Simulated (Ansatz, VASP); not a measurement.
One calculation of SrO, two programs

The input POSCAR:

```
SrO
1.0
    0.0000000000      2.5698000000      2.6982900000
    2.5698000000      0.0000000000      2.6982900000
    2.5698000000      2.5698000000      0.0000000000
Sr O
1 1
Direct
    0.0000000000      0.0000000000      0.0000000000
    0.5000000000      0.5000000000      0.5000000000
```

INCAR.step1

```
ALGO = Normal
EDIFF = 1E-4
ENCUT = 520
GGA = PE
ISMEAR = 0
LASPH = True
LCHARG = False
LREAL = False
LWAVE = True
NBANDS = 15
NELM = 100
PREC = Accurate
SIGMA = 0.05
```

The input INCAR.step2:

```
ALGO = Normal
EDIFF = 1E-6
ENCUT = 520
ISIF = 2
ISMEAR = 0
ISTART = 1
LASPH = True
LCHARG = False
LMIXTAU = True
LREAL = False
LWAVE = False
METAGGA = R2SCAN
NBANDS = 15
NELM = 100
PREC = Accurate
SIGMA = 0.05
```

The input KPOINTS:

```
k-points
0
Gamma
  8 8 8
```

Input for Ansatz:

```yaml
crystal:
  lattice:
    - [0.0, 2.5698, 2.69829]
    - [2.5698, 0.0, 2.69829]
    - [2.5698, 2.5698, 0.0]
  atoms:
    - { symbol: Sr, position: [0.0, 0.0, 0.0] }
    - { symbol: O, position: [0.5, 0.5, 0.5] }
basis:
  ecutwfc: 500
kpoints:
  mp_grid: { grid: [8, 8, 8] }
hamiltonian:
  xc: r2scan
scf:
  occupations: { method: gaussian, width: 0.05 }
output:
  forces: true
  stress: true
  eigenvalues: true
```

Change from the starting cell: strain +0.000 along x and y, +0.050 along z, atoms carried along.

Alike in both runs: task single point; functional r2SCAN; k mesh 8 × 8 × 8; occupations gaussian, width 0.05 eV; no spin polarisation.

```csv
,VASP,Ansatz
version,VASP 6.6.1,Ansatz 0.2.0
potentials or method,"VASP PAW PBE potentials, release 64 (Sr_sv, O), cutoff 520 eV","scalar-relativistic, plane waves, PAW"
valence electrons in the cell,16,16
```

VASP gave:

* gap on the k mesh at the Fermi level (eV): 3.67
* least direct gap on the mesh (eV): 3.77
* pressure (GPa): -2.3
* traceless stress, the component that is largest in VASP (GPa): -3.42

Problem. Estimate Ansatz's values.

Solution. gap on the k mesh at the Fermi level (eV): 3.72; least direct gap on the mesh (eV): 3.81; pressure (GPa): -2.8; traceless stress, the component that is largest in VASP (GPa): -3.24.

VASP's potentials were made for PBE, not for r2SCAN.
